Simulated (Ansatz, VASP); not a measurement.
## Two plane-wave programs on Mg

The input INCAR:

```
SYSTEM = Mg
  ALGO = Normal
  EDIFF = 1E-7
  ENCUT = 520
  ISIF = 2
  ISMEAR = -1
  LASPH = .True.
  LCHARG = .False.
  LREAL = .False.
  LWAVE = .False.
  NBANDS = 7
  NELM = 60
  PREC = Accurate
  SIGMA = 0.1
```

The input KPOINTS:

```
k-points
0
Gamma
  12 12 12
  0 0 0
```

POSCAR

```
Mg
1.0
    3.0349882843      0.0000000000      0.0000000000
    0.0000000000      3.0349882843      0.0000000000
    0.0000000000      0.0000000000      3.0349882843
Mg
1
Direct
    0.0000000000      0.0000000000      0.0000000000
```

Input for Ansatz:

```yaml
crystal:
  lattice:
    - [3.0349882843, 0.0, 0.0]
    - [0.0, 3.0349882843, 0.0]
    - [0.0, 0.0, 3.0349882843]
  atoms:
    - { symbol: Mg, position: [0.0, 0.0, 0.0] }
hamiltonian:
  xc: lda
  pseudopotentials:
    kind: paw
    azcp:
      Mg: "pseudopotentials/Mg.paw.azcp"
basis:
  ecutwfc: 420
  fft_grid_basis: typed
kpoints:
  mp_grid: { grid: [12, 12, 12], shift: [0, 0, 0] }
magnetization:
  spin_polarized: false
scf:
  occupations: { method: fermi_dirac, width: 0.1 }
  lower_state_search: "off"
output:
  stress: true
  write_density: true
  write_potential: true
  elf: true
  volumetric_format: npy
```

Alike in both runs: task single point; functional LDA; k mesh 12 × 12 × 12; occupations fermi-dirac, width 0.1 eV; no spin polarisation.

|  | VASP | Ansatz |
| --- | --- | --- |
| version | VASP 6.6.1 | Ansatz 0.2.0 |
| potentials or method | VASP PAW LDA potentials, release 64 (Mg), cutoff 520 eV | plane waves (420 eV) with PAW, scalar-relativistic |
| valence electrons in the cell | 2 | 10 |

VASP gave:

| Quantity | Value |
| --- | --- |
| pressure (GPa) | -1.8 |

Task: Which values does Ansatz return?

Result: Pressure (GPa): -1.6.

Ansatz warns that its potentials were made for another functional, while VASP's fit it. LDA's correlation is that of Perdew and Zunger in VASP and of Perdew and Wang (1992) in Ansatz. VASP's potentials hold 2 valence electrons a cell and Ansatz's 10, so a difference there can come from the potentials and not from the codes.
